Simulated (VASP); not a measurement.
The system is Nb2Te.

```
Nb Te
1.0
     3.87179    0.00000    0.00000
     0.00000    3.87179    0.00000
     0.00000    0.00000    5.46840
Nb Te
2 1
Direct
  0.50000 0.50000 0.27127
  0.50000 0.50000 0.72873
  0.00000 0.00000 0.00000
```

The cell was generated, and may not be a known phase.

* Program: VASP 6.6.1
* Task: relaxation of cell and atoms
* Functional: PBE
* Potentials or basis: VASP PAW PBE potentials, release 64 (Nb_sv, Te)
* Cutoff: 600 eV
* k mesh: 4 × 4 × 4
* Occupations: gaussian, width 0.1 eV
* Spin: no spin polarisation

At the start: pressure -13.0 GPa; volume 27.33 Å³/atom.

**Question.** How do energy, volume and symmetry change on relaxing?

**Answer.** Over 8 steps the energy falls by 354.3 meV/atom and the volume is 21.78 Å³/atom (-20.3 %); space group P4/mmm (No. 123, to 0.1 Å) before and after.

Step by step:
```tsv
step	energy change (eV)	largest force (eV/Å)	pressure (GPa)	volume (Å³)
1	0.0000	1.1189	-12.96	81.98
2	-0.4186	0.0748	19.57	58.44
3	-0.8241	0.8539	0.37	66.54
4	-0.8248	0.8340	0.90	66.23
5	-1.0191	0.1331	2.00	64.66
6	-1.0408	0.3620	3.13	63.86
7	-1.0226	0.2991	-3.49	67.58
8	-1.0629	0.0398	0.14	65.33
```

Final structure:
```
CELL_PARAMETERS angstrom
3.43908 0.00000 0.00000
0.00000 3.43908 0.00000
0.00000 0.00000 5.52407
ATOMIC_POSITIONS crystal
Nb 0.50000 0.50000 0.28882
Nb 0.50000 0.50000 0.71118
Te 0.00000 0.00000 0.00000
```

Caveat: the k points lie up to 0.46 Å⁻¹ apart in the final cell, too coarse for converged energies and pressures of a metal; the volume moved by over 15 % at a fixed basis, so the end points are rough.
